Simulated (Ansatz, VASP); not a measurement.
**C25O: VASP beside Ansatz**

```
CELL_PARAMETERS angstrom
5.05093 0.00000 0.00000
-2.52547 4.37424 0.00000
0.00000 0.00000 24.36757
ATOMIC_POSITIONS crystal
C 0.16667 0.33333 0.16415
C 0.16667 0.83333 0.16415
C 0.66667 0.33333 0.16415
C 0.66667 0.83333 0.16415
C 0.00000 0.00000 0.18531
C 0.00000 0.50000 0.18531
C 0.50000 0.00000 0.18531
C 0.50000 0.50000 0.18531
C 0.00000 0.00000 0.24877
C 0.00000 0.50000 0.24877
C 0.50000 0.00000 0.24877
C 0.50000 0.50000 0.24877
C 0.33333 0.16667 0.26260
C 0.33333 0.66667 0.26260
C 0.83333 0.16667 0.26260
C 0.83333 0.66667 0.26260
C 0.33333 0.16667 0.42546
C 0.33333 0.66667 0.42546
C 0.83333 0.16667 0.42546
C 0.83333 0.66667 0.42546
C 0.16667 0.33333 0.42547
C 0.16667 0.83333 0.42547
C 0.66667 0.33333 0.42547
C 0.66667 0.83333 0.42547
C 0.66667 0.83333 0.48990
O 0.92282 0.96141 0.50222
```

Alike in both runs: task single point; functional PBE; k mesh 6 × 6 × 1; occupations gaussian, width 0.05 eV; no spin polarisation.

```csv
,VASP,Ansatz
version,VASP 6.6.1,Ansatz 0.2.0
potentials or method,"VASP PAW PBE potentials, release 64 (C, O), cutoff 520 eV","scalar-relativistic, plane waves, PAW"
valence electrons in the cell,106,106
```

Ansatz gave:

```
gap on the k mesh at the Fermi level (eV) : none
rms of the force components (eV/Å)        : 2.460
```

What did VASP give for the same quantities?

gap on the k mesh at the Fermi level (eV): none; rms of the force components (eV/Å): 2.473.

Atom by atom the forces differ by 0.129 eV/Å (rms over components). A gap of «none» marks a metal or a gap that the smearing closes.

Noted on VASP's run: the standard files for N, O and F lose accuracy on very short bonds.
